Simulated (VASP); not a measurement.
KF (Carobbiite):

```xyz
2
Lattice="0.0000 2.7568 2.6590 2.7568 0.0000 2.6590 2.7568 2.7568 0.0000" Properties=species:S:1:pos:R:3 pbc="T T T"
K     0.0000    0.0000    0.0000
F     2.7568    2.7568    2.6590
```

This cell differs from its parent crystal: biaxial xy strain +3.7%.

Base run:

```yaml
Program: VASP 6.6.1
Functional: r2SCAN
Potentials_or_basis: VASP PAW PBE potentials, release 64 (K_sv, F)
Cutoff: 520 eV
k_mesh: 8 × 8 × 8
Occupations: gaussian, width 0.01 eV
Spin: no spin polarisation
```

Its results: band gap on the k mesh 6.49 eV, direct; pressure -2.1 GPa.

Q: The run is repeated on the same cell with these changes: functional from r2SCAN to PBE; k mesh from 8 × 8 × 8 to 4 × 4 × 4. What comes out?

A: Band gap on the k mesh 5.84 eV, direct; pressure -0.3 GPa.

Several settings changed at once, so the effect can't be laid on one alone.

Caveats: some runs use coarse meshes; the PAW data sets were made with another functional, which shifts forces and pressure a little (some runs).

A k mesh can miss the band edges.
